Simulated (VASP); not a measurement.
## Ti: single point with PBEsol

Crystal: Ti.

```
Ti
1.0
    -1.56356    1.56356    1.56356
     1.56356   -1.56356    1.56356
     1.56356    1.56356   -1.56356
Ti
1
Cartesian
  0.0000 0.0000 0.0000
```

| Quantity | Value |
| --- | --- |
| Program | VASP 6.6.1 |
| Task | single point |
| Functional | PBEsol |
| Potentials or basis | VASP PAW PBE potentials, release 64 (Ti_sv) |
| Cutoff | 520 eV |
| k mesh | 11 × 11 × 11 |
| Occupations | fermi-dirac, width 0.05 eV |
| Spin | no spin polarisation |
| Dipole correction | no |
| Further INCAR settings | ALGO = Normal; EDIFF = 1e-06; NBANDS = 12 |

* Pressure: 9.6 GPa
* Band gap on the k mesh: zero (band 6 reaches 10.46 eV, above the bottom of band 7 at 8.62 eV)

Levels at points of the mesh, in eV from the Fermi level:
| k point | band 3 | band 4 | band 5 | band 6 | band 7 | band 8 | band 9 | band 10 |
| --- | --- | --- | --- | --- | --- | --- | --- | --- |
| (0.00, 0.00, 0.00) | -31.80 | -31.80 | -6.18 | 1.12 | 1.12 | 1.12 | 3.19 | 3.19 |

Run time: 3.8 s on 1 thread of Intel(R) Xeon(R) 6975P-C (Granite Rapids), on a shared host, peak memory 0.13 GiB.

Caveat: the PAW data sets were made with another functional, which shifts forces and pressure a little.
